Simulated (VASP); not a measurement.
# Co (P6_3/mmc) in VASP: further runs, part 2 of 3

VASP 6.6.1. The steps go on from the part before.

## 4. Single point, PBEsol, collinear spin, ferromagnetic start (9.75 Å³/atom)

This run uses another cell than the first one, of 9.75 Å³/atom.

File INCAR:

```
  PREC = Accurate
  ENCUT = 520
  EDIFF = 1E-6
  ISMEAR = 0
  SIGMA = 0.1
  LREAL = F
  LASPH = T
  NELM = 150
  ALGO = Fast
  ISIF = 2
  LWAVE = F
  LCHARG = F
  ISPIN = 2
  MAGMOM = 1.8 1.8
  LORBIT = 11
  LMAXMIX = 4
  GGA = PS
  NBANDS = 20
```

File KPOINTS:

```
regular mesh
0
Gamma
  18 18 10
```

File POSCAR:

```
Co
1.0
    2.4066635705      0.0000000000      0.0000000000
   -1.2033317852      2.0842317904      0.0000000000
    0.0000000000      0.0000000000      3.8871794243
Co
2
Direct
    0.6666666667      0.3333333333      0.2500000000
    0.3333333333      0.6666666667      0.7500000000
```

Potentials or basis: VASP PAW PBE potentials, release 64 (Co).

On the command line:

```sh
$ cat potpaw_PBE.64/Co/POTCAR > POTCAR
$ mpirun -np 1 vasp_std > vasp.out
```

OUTCAR:

```text
PREC = Accurate
   ENCUT = 520
   EDIFF = 1E-6
   ISMEAR = 0
   LREAL = F
   LASPH = T
   NELM = 150
   ISIF = 2
   ISPIN = 2
   LORBIT = 11
   GGA = PS

 ion  position               nearest neighbor table
   1  0.667  0.333  0.250-   2 2.39   2 2.39   2 2.39   2 2.39   2 2.39   2 2.39
   2  0.333  0.667  0.750-   1 2.39   1 2.39   1 2.39   1 2.39   1 2.39   1 2.39

  LATTYP: Found a hexagonal cell.
 ALAT       =     2.4066635705
 C/A-ratio  =     1.6151735839

  Lattice vectors:

 A1 = (   2.4066635705,   0.0000000000,   0.0000000000)
 A2 = (  -1.2033317852,   2.0842317904,   0.0000000000)
 A3 = (   0.0000000000,   0.0000000000,   3.8871794243)

Analysis of symmetry for initial positions (statically):
=====================================================================
 Subroutine PRICEL returns:
 Original cell was already a primitive cell.

 Routine SETGRP: Setting up the symmetry group for a
 hexagonal supercell.

 Subroutine GETGRP returns: Found 24 space group operations
 (whereof 12 operations were pure point group operations)
 out of a pool of 24 trial point group operations.

The static configuration has the point symmetry D_3d.
 The point group associated with its full space group is D_6h.

Analysis of symmetry for dynamics (positions and initial velocities):
=====================================================================
 Subroutine PRICEL returns:
 Original cell was already a primitive cell.

 Routine SETGRP: Setting up the symmetry group for a
 hexagonal supercell.

 Subroutine GETGRP returns: Found 24 space group operations
 (whereof 12 operations were pure point group operations)
 out of a pool of 24 trial point group operations.

The dynamic configuration has the point symmetry D_3d.
 The point group associated with its full space group is D_6h.

Analysis of structural, dynamic, and magnetic symmetry:
=====================================================================
 Subroutine PRICEL returns:
 Original cell was already a primitive cell.

 Routine SETGRP: Setting up the symmetry group for a
 hexagonal supercell.

 Subroutine GETGRP returns: Found 24 space group operations
 (whereof 12 operations were pure point group operations)
 out of a pool of 24 trial point group operations.

The overall configuration has the point symmetry D_3d.
 The point group associated with its full space group is D_6h.

 Subroutine INISYM returns: Found 24 space group operations
 (whereof 12 operations are pure point group operations),
 and found     1 'primitive' translations

----------------------------------------------------------------------------------------

                                     Primitive cell

  volume of cell :      19.4983

  direct lattice vectors                    reciprocal lattice vectors
     2.406663571  0.000000000  0.000000000     0.415513000  0.239896542  0.000000000
    -1.203331785  2.084231790  0.000000000     0.000000000  0.479793085  0.000000000
     0.000000000  0.000000000  3.887179424     0.000000000  0.000000000  0.257255941

  length of vectors
     2.406663571  2.406663570  3.887179424     0.479793085  0.479793085  0.257255941

  position of ions in fractional coordinates (direct lattice)
     0.666666667  0.333333333  0.250000000
     0.333333333  0.666666667  0.750000000

  ion indices of the primitive-cell ions
[... 64 lines left out ...]
   NGXF,Y,Z  is equivalent  to a cutoff of  24.87, 24.87, 25.66 a.u.
 SYSTEM =  unknown system
   PREC   = accura    normal or accurate (medium, high low for compatibility)
   ISTART =      0    job   : 0-new  1-cont  2-samecut
   ICHARG =      2    charge: 1-file 2-atom 10-const
   ISPIN  =      2    spin polarized calculation?
   LNONCOLLINEAR =      F non collinear calculations
   LSORBIT =      F    spin-orbit coupling
   LASPH  =      T    aspherical Exc in radial PAW
   ENCUT  =  520.0 eV  38.22 Ry    6.18 a.u.   4.47  4.47  7.23*2*pi/ulx,y,z
   NELM   =    150;   NELMIN=  2; NELMDL= -5     # of ELM steps
   EDIFF  = 0.1E-05   stopping-criterion for ELM
   LREAL  =      F    real-space projection
   EDIFFG = 0.1E-04   stopping-criterion for IOM
   NSW    =      0    number of steps for IOM
   IBRION =     -1    ionic relax: 0-MD 1-quasi-New 2-CG
   NFREE  =      0    steps in history (QN), initial steepest desc. (CG)
   ISIF   =      2    stress and relaxation
   ISYM   =      2    0-nonsym 1-usesym 2-fastsym
   POTIM  = 0.5000    time-step for ionic-motion
   TEBEG  =    0.0;   TEEND  =   0.0 temperature during run
   PSTRESS=    0.0 pullay stress
   NELECT =      18.0000    total number of electrons
   NUPDOWN=      -1.0000    fix difference up-down
   EMIN   =  10.00;   EMAX   =-10.00  energy-range for DOS
   EFERMI =   0.00;   METHOD = LEGACY
   ISMEAR =     0;   SIGMA  =   0.10  broadening in eV -4-tet -1-fermi 0-gaus
   EFERMI_NEDOS =   21; number of points for ismear=-14 and -15
   IALGO  =     68    algorithm
   IMIX   =      4    mixing-type and parameters
     AMIX     =   0.40;   BMIX     =  1.00
     AMIX_MAG =   1.60;   BMIX_MAG =  1.00
  volume/ion in A,a.u.               =       9.75        65.79
  Fermi-wavevector in a.u.,A,eV,Ry     =   1.594044  3.012307 34.572086  2.540977
  Thomas-Fermi vector in A             =   2.692180
   LORBIT       =     11    0 simple, 1 ext, 2 COOP (PROOUT), +10 PAW based schemes
   GGA     = PS    functional components
   LHFCALC =     F    Hartree Fock is set to
   AEXX    =    0.0000 exact exchange contribution
   IVDW    =     0    specifies the selected vdW correction
   LEPSILON=     F    determine dielectric tensor
   LRPA    =     F    only Hartree local field effects (RPA)
 spin polarized calculation
 RMM-DIIS sequential band-by-band and
 Gauss-broadening in eV      SIGMA  =   0.10
  energy-cutoff  :      520.00
  volume of cell :       19.50
 maximum number of plane-waves:       543
 NGX is ok and might be reduce to    18
   NGX =  9   NGY =  9   NGZ = 15

 number of electron      18.0000017 magnetization       3.0644054

 Free energy of the ion-electron system (eV)
  ---------------------------------------------------
  ext. energy  EPLUGINS =         0.00000000
  ---------------------------------------------------
  free energy    TOTEN  =       -15.42155875 eV

  energy without entropy =      -15.41309591  energy(sigma->0) =      -15.41732733

 E-fermi :  11.6479     XC(G=0): -14.2239

 val. band max:       11.6475333945   @ k =   0.1667   0.0556   0.1000
 cond. band min:      11.6484348319   @ k =   0.1111   0.0556   0.2000
 fundamental gap:      0.0009014374
 Fermi energy:        11.6479256930

 spin component 1

 k-point     1 :       0.0000    0.0000    0.0000
  band No.  band energies     occupation
      1       2.0493      1.00000
      2       5.9876      1.00000
      3       8.9213      1.00000
      4       8.9383      1.00000
      5       8.9383      1.00000
      6       9.3167      1.00000
[... 541 lines left out ...]
     19      35.9979      0.00000
     20      38.5289      0.00000

 [... further k-points ...]

 spin component 2

 k-point     1 :       0.0000    0.0000    0.0000
  band No.  band energies     occupation
      1       2.1309      1.00000
      2       6.9051      1.00000
      3      10.4647      1.00000
      4      10.4773      1.00000
      5      10.4773      1.00000
      6      10.9099      1.00000
[... 541 lines left out ...]
     19      36.3551      0.00000
     20      38.9640      0.00000

 [... further k-points ...]
[... 5 lines left out ...]
  --------------------------------------------------------------------------------------
  -------------------------------------------------------------------------------------
  Total        2.0208198      2.0208198      1.9943121      0.0000000      0.0000000      0.0000000
  in kB      166.0512665    166.0512665    163.8731169      0.0000000      0.0000000      0.0000000
  external PRESSURE =     165.3252166 kB  Pullay stress =       0.0000000 kB

 VOLUME and BASIS-vectors are now :
 -----------------------------------------------------------------------------
  energy-cutoff  :      520.00
  volume of cell :       19.50
      direct lattice vectors                 reciprocal lattice vectors
     2.406663571  0.000000000  0.000000000     0.415513000  0.239896542  0.000000000
    -1.203331785  2.084231790  0.000000000     0.000000000  0.479793085  0.000000000
     0.000000000  0.000000000  3.887179424     0.000000000  0.000000000  0.257255941

 POSITION                                       TOTAL-FORCE (eV/Angst)
 -----------------------------------------------------------------------------------
      1.20333      0.69474      0.97179        -0.000000      0.000000      0.000000
     -0.00000      1.38949      2.91538         0.000000     -0.000000      0.000000
 -----------------------------------------------------------------------------------
    total drift:                                0.000000     -0.000000     -0.000000

  FREE ENERGIE OF THE ION-ELECTRON SYSTEM (eV)
  ---------------------------------------------------
  free  energy   TOTEN  =       -15.4215587497 eV

  energy  without entropy=      -15.4130959117  energy(sigma->0) =      -15.41732733

 total charge

# of ion       s       p       d       tot
------------------------------------------
    1        0.537   0.626   7.341   8.503
    2        0.537   0.626   7.341   8.503
--------------------------------------------------
tot          1.074   1.252  14.681  17.007

 magnetization (x)

# of ion       s       p       d       tot
------------------------------------------
    1       -0.016  -0.052   1.596   1.528
    2       -0.016  -0.052   1.596   1.528
--------------------------------------------------
tot         -0.031  -0.104   3.191   3.056
```

stdout:

```text
POSCAR found type information on POSCAR Co
 POSCAR found :  1 types and       2 ions
 scaLAPACK will be used
 -----------------------------------------------------------------------------
|                                                                             |
|                                                                             |
|     You enforced a specific xc type in the INCAR file but a different       |
|     I HOPE YOU KNOW WHAT YOU ARE DOING!                                     |
|                                                                             |
 -----------------------------------------------------------------------------

 LDA part: xc-table for (Slater+PW92), standard interpolation
 POSCAR, INCAR and KPOINTS ok, starting setup
 FFT: planning ... GRIDC
 FFT: planning ... GRID_SOFT
 FFT: planning ... GRID
 WAVECAR not read
 entering main loop
WARNING in EDDRMM: call to ZHEGV failed, returncode =   8  4     20
WARNING in EDDRMM: call to ZHEGV failed, returncode =   8  4     19
WARNING in EDDRMM: call to ZHEGV failed, returncode =   8  4     17
WARNING in EDDRMM: call to ZHEGV failed, returncode =   8  4     18
```

It took 2.3 min on 1 thread of Intel Xeon 6975P-C, shared host; peak memory 0.23 GiB.

Results:

- Free energy: -15.4216 eV
- Pressure: 16.5 GPa
- Net moment: 3.06 μB per cell
- Site moments: Co +1.53 μB
- Valence electrons inside the program's atomic spheres: Co 8.50

Stress tensor (GPa, compression positive):
```
16.61  0.00  0.00
 0.00 16.61  0.00
 0.00  0.00 16.39
```

Caveat: the cell stands under pressure; the PAW data sets were made with another functional, which shifts forces and pressure a little.

## 5. Single point, PBEsol, collinear spin, ferromagnetic start (10.06 Å³/atom)

This run uses another cell than the first one, of 10.06 Å³/atom.

File INCAR:

```
SYSTEM = Co
PREC     = Accurate       ! precision mode
ENCUT    = 520            ! plane-wave cutoff, eV
EDIFF    = 1E-7           ! SCF threshold, eV
ISMEAR   = 0              ! smearing method
SIGMA    = 0.1            ! smearing width, eV
LREAL    = .FALSE.        ! projectors in reciprocal space
LASPH    = .TRUE.         ! aspherical terms in the spheres
NELM     = 150            ! most SCF steps
ALGO     = Fast           ! electronic algorithm
ISIF     = 2              ! what is computed and relaxed
LWAVE    = .FALSE.        ! write WAVECAR
LCHARG   = .FALSE.        ! write CHGCAR
ISPIN    = 2              ! spin polarisation
MAGMOM   = 1.8 1.8        ! initial moments
LORBIT   = 11             ! projections on sites
LMAXMIX  = 4              ! l up to which the mixer works
GGA      = PS             ! functional
NBANDS   = 20             ! bands
```

File KPOINTS:

```
regular mesh
0
G
  18 18 10
  0 0 0
```

File POSCAR:

```
Co
1.0
    2.4318177144      0.0000000000      0.0000000000
   -1.2159088572      2.1060159181      0.0000000000
    0.0000000000      0.0000000000      3.9286849278
Co
2
Direct
    0.6666666667      0.3333333333      0.2500000000
    0.3333333333      0.6666666667      0.7500000000
```

On the command line:

```sh
$ cat potpaw_PBE.64/Co/POTCAR > POTCAR
$ mpirun -np 1 vasp_std > vasp.out
```

It took 2.5 min on 1 thread of Intel Xeon 6975P-C, shared host; peak memory 0.23 GiB.

It converged, with:

| Quantity | Value |
| --- | --- |
| Free energy | -15.4669 eV |
| Pressure | 7.1 GPa |
| Net moment | 3.10 μB per cell |
| Site moments | Co +1.55 μB |
| Valence electrons inside the program's atomic spheres | Co 8.43 |

Stress tensor (GPa, compression positive):
```
7.17 0.00 0.00
0.00 7.17 0.00
0.00 0.00 6.92
```

Levels at points of the mesh, in eV from the Fermi level:
Spin up:
```csv
k point,band 8,band 9,band 10,band 11,band 12,band 13
"(0.00, 0.00, 0.00)",-1.91,-1.91,-0.66,-0.66,-0.15,7.07
"(0.50, 0.00, 0.00)",-0.52,-0.40,-0.35,1.54,3.72,10.28
"(0.00, 0.00, 0.50)",-2.74,-1.01,-1.01,-1.01,-1.01,15.91
"(0.50, 0.00, 0.50)",-0.97,-0.42,-0.42,1.71,1.71,7.97
```
Spin down:
| k point | band 3 | band 4 | band 5 | band 6 | band 7 | band 8 | band 9 | band 10 | band 11 | band 12 |
| --- | --- | --- | --- | --- | --- | --- | --- | --- | --- | --- |
| (0.00, 0.00, 0.00) | -1.12 | -1.10 | -1.10 | -0.69 | -0.69 | -0.23 | -0.23 | -0.12 | 1.13 | 1.13 |
| (0.50, 0.00, 0.00) | -3.63 | -1.99 | -1.29 | -1.17 | -0.70 | 1.28 | 1.43 | 1.47 | 2.78 | 4.69 |
| (0.00, 0.00, 0.50) | -1.72 | -1.72 | -1.18 | -1.18 | -1.18 | -1.18 | 0.76 | 0.76 | 0.76 | 0.76 |
| (0.50, 0.00, 0.50) | -2.66 | -2.66 | -0.11 | -0.11 | 0.27 | 0.27 | 1.39 | 1.39 | 2.40 | 2.40 |

Caveat: the cell stands under pressure; the PAW data sets were made with another functional, which shifts forces and pressure a little.

## 6. Single point, PBEsol, collinear spin, ferromagnetic start

This run uses another cell than the first one, of 10.37 Å³/atom.

File INCAR:

```
PREC     = Accurate       # precision mode
ENCUT    = 520            # plane-wave cutoff, eV
EDIFF    = 1E-7           # SCF threshold, eV
ISMEAR   = 0              # smearing method
SIGMA    = 0.15           # smearing width, eV
LREAL    = F              # projectors in reciprocal space
LASPH    = T              # aspherical terms in the spheres
NELM     = 150            # most SCF steps
ALGO     = Fast           # electronic algorithm
ISIF     = 2              # what is computed and relaxed
LWAVE    = F              # write WAVECAR
LCHARG   = F              # write CHGCAR
ISPIN    = 2              # spin polarisation
MAGMOM   = 1.8 1.8        # initial moments
LORBIT   = 11             # projections on sites
LMAXMIX  = 4              # l up to which the mixer works
GGA      = PS             # functional
NBANDS   = 20             # bands
```

File KPOINTS:

```
Automatic mesh
0
Gamma
  18 18 8
```

File POSCAR:

```
Co
1.0
    2.4564188806      0.0000000000      0.0000000000
   -1.2282094403      2.1273211530      0.0000000000
    0.0000000000      0.0000000000      3.9694710771
Co
2
Direct
    0.6666666667      0.3333333333      0.2500068794
    0.3333333333      0.6666666667      0.7499931206
```

Potentials or basis: VASP PAW PBE potentials, release 64 (Co).

On the command line:

```sh
$ cat potpaw_PBE.64/Co/POTCAR > POTCAR
$ mpirun -np 1 vasp_std > vasp.out
```

OUTCAR:

```text
PREC = Accurate
   ENCUT = 520
   EDIFF = 1E-7
   ISMEAR = 0
   LREAL = F
   LASPH = T
   NELM = 150
   ISIF = 2
   ISPIN = 2
   LORBIT = 11
   GGA = PS

 ion  position               nearest neighbor table
   1  0.667  0.333  0.250-   2 2.44   2 2.44   2 2.44   2 2.44   2 2.44   2 2.44
   2  0.333  0.667  0.750-   1 2.44   1 2.44   1 2.44   1 2.44   1 2.44   1 2.44

  LATTYP: Found a hexagonal cell.
 ALAT       =     2.4564188806
 C/A-ratio  =     1.6159585437

  Lattice vectors:
[... 1320 lines left out ...]
  in kB       -7.9603246     -7.9603246     -8.7532980      0.0000000      0.0000000     -0.0000000
  external PRESSURE =      -8.2246491 kB  Pullay stress =       0.0000000 kB

 VOLUME and BASIS-vectors are now :
 -----------------------------------------------------------------------------
  energy-cutoff  :      520.00
  volume of cell :       20.74
      direct lattice vectors                 reciprocal lattice vectors
     2.456418881  0.000000000  0.000000000     0.407096692  0.235037385  0.000000000
    -1.228209440  2.127321153  0.000000000     0.000000000  0.470074769  0.000000000
     0.000000000  0.000000000  3.969471077     0.000000000  0.000000000  0.251922732

 POSITION                                       TOTAL-FORCE (eV/Angst)
 -----------------------------------------------------------------------------------
      1.22821      0.70911      0.99240        -0.000000      0.000000     -0.000411
     -0.00000      1.41821      2.97708         0.000000     -0.000000      0.000411
 -----------------------------------------------------------------------------------
    total drift:                                0.000000     -0.000000      0.000000

  FREE ENERGIE OF THE ION-ELECTRON SYSTEM (eV)
  ---------------------------------------------------
  free  energy   TOTEN  =       -15.4835806499 eV

  energy  without entropy=      -15.4657050896  energy(sigma->0) =      -15.47464287

 total charge

# of ion       s       p       d       tot
------------------------------------------
    1        0.508   0.565   7.291   8.363
    2        0.508   0.565   7.291   8.363
--------------------------------------------------
tot          1.016   1.129  14.581  16.727

 magnetization (x)

# of ion       s       p       d       tot
------------------------------------------
    1       -0.015  -0.052   1.643   1.576
    2       -0.015  -0.052   1.643   1.576
--------------------------------------------------
tot         -0.030  -0.104   3.286   3.152
```

Wall time 2.6 min (1 thread of Intel Xeon Platinum 8488C (Sapphire Rapids), shared host); peak memory 0.25 GiB.

What came out:

- Free energy: -15.4836 eV
- Pressure: -0.8 GPa
- Net moment: 3.14 μB per cell
- Site moments: Co +1.58 μB
- Valence electrons inside the program's atomic spheres: Co 8.36

Stress tensor (GPa, compression positive):
```
-0.80  0.00  0.00
 0.00 -0.80  0.00
 0.00  0.00 -0.88
```

Levels at points of the mesh, in eV from the Fermi level:
Spin up:
```
           k point  band 7  band 8  band 9  band 10  band 11  band 12  band 13  band 14  band 15  band 16
(0.00, 0.00, 0.00)   -2.28   -1.91   -1.91    -0.72    -0.72    -0.15     6.76    22.29    25.29    25.29
(0.50, 0.00, 0.00)   -2.19   -0.58   -0.47    -0.42     1.43     3.54    10.01    10.72    13.14    14.53
(0.00, 0.00, 0.50)   -2.70   -2.70   -1.05    -1.05    -1.05    -1.05    15.52    15.53    23.05    23.05
(0.50, 0.00, 0.50)   -1.00   -1.00   -0.48    -0.48     1.64     1.64     7.66     7.66    18.88    18.88
```
Spin down:
```csv
k point,band 4,band 5,band 6,band 7,band 8,band 9,band 10,band 11
"(0.00, 0.00, 0.00)",-1.05,-1.05,-0.65,-0.65,-0.21,-0.21,-0.13,1.09
"(0.50, 0.00, 0.00)",-1.93,-1.22,-1.11,-0.67,1.23,1.38,1.41,2.68
"(0.00, 0.00, 0.50)",-1.65,-1.12,-1.12,-1.12,-1.12,0.73,0.73,0.73
"(0.50, 0.00, 0.50)",-2.54,-0.09,-0.09,0.26,0.26,1.34,1.34,2.32
```

Caveat: the PAW data sets were made with another functional, which shifts forces and pressure a little.

(Part 2 of 3 ends here.)
